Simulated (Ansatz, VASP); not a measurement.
Given: the input of a run of VASP 6.6.1 on SnO2.

Contents of INCAR:

```
SYSTEM = SnO2
ALGO     = Normal         ! electronic algorithm
EDIFF    = 1E-7           ! SCF threshold, eV
ENCUT    = 520            ! plane-wave cutoff, eV
GGA      = PS             ! functional
ISIF     = 2              ! what is computed and relaxed
ISMEAR   = -1             ! smearing method
LASPH    = .TRUE.         ! aspherical terms in the spheres
LCHARG   = .FALSE.        ! write CHGCAR
LREAL    = .FALSE.        ! projectors in reciprocal space
LWAVE    = .FALSE.        ! write WAVECAR
NBANDS   = 35             ! bands
NELM     = 80             ! most SCF steps
PREC     = Accurate       ! precision mode
SIGMA    = 0.05           ! smearing width, eV
```

File KPOINTS:

```
k-points
0
G
  6 6 8
  0 0 0
```

POSCAR

```
SnO2
1.0
    4.8003492553      0.0000000000      0.0000000000
    0.0000000000      4.8003492553      0.0000000000
    0.0000000000      0.0000000000      3.2284324403
Sn O
2 4
Direct
    0.5000000000      0.5000000000      0.5000000000
    0.0000000000      0.0000000000      0.0000000000
    0.8071000000      0.1929000000      0.5000000000
    0.6929000000      0.6929000000      0.0000000000
    0.1929000000      0.8071000000      0.5000000000
    0.3071000000      0.3071000000      0.0000000000
```

Potentials or basis: VASP PAW PBE potentials, release 64 (Sn_d, O).

Launch:

```sh
$ cat potpaw_PBE.64/Sn_d/POTCAR potpaw_PBE.64/O/POTCAR > POTCAR
$ mpirun -np 1 vasp_std > vasp.out
```

Problem. Set up the same calculation for Ansatz 0.2.0. Potentials there: all-electron LAPW, scalar-relativistic.

Solution. As run (the cutoff follows the program's own potentials):

File input.yaml:

```yaml
crystal:
  lattice:
    - [4.8003492553, 0.0, 0.0]
    - [0.0, 4.8003492553, 0.0]
    - [0.0, 0.0, 3.2284324403]
  atoms:
    - { symbol: Sn, position: [0.5, 0.5, 0.5] }
    - { symbol: Sn, position: [0.0, 0.0, 0.0] }
    - { symbol: O, position: [0.8071, 0.1929, 0.5] }
    - { symbol: O, position: [0.6929, 0.6929, 0.0] }
    - { symbol: O, position: [0.1929, 0.8071, 0.5] }
    - { symbol: O, position: [0.3071, 0.3071, 0.0] }
kpoints:
  mp_grid: { grid: [6, 6, 8] }
scf:
  occupations: { method: fermi_dirac, width: 0.05 }
hamiltonian:
  xc: pbesol
  pseudopotentials: { kind: all_electron, lapw: { basis_error: 0.001 } }
output:
  forces: true
  stress: true
  eigenvalues: true
```

Potentials or basis: all-electron LAPW, scalar-relativistic.

Command:

```sh
$ ansatz run input.yaml --threads 4 --pin off --max-ram 12288MiB --backend cpu --events-out ev --progress --plain --runs-dir out
```

Both were run:

|  | VASP | Ansatz | Ansatz less VASP |
| --- | --- | --- | --- |
| gap on the k mesh at the Fermi level (eV) | 0.73 | 0.75 | +0.010 |
| least direct gap on the mesh (eV) | 0.73 | 0.75 | +0.010 |
| pressure (GPa) | -2.7 | -3.3 | -0.61 |
| traceless stress, the component that is largest in VASP (GPa) | -0.17 | -0.39 | -0.221 |
| rms of the force components (eV/Å) | 0.034 | 0.025 | -0.0090 |

VASP's potentials were made for PBE, not for PBEsol. Atom by atom the forces differ by 0.009 eV/Å (rms over components). Ansatz ran all-electron here, and VASP with PAW potentials.
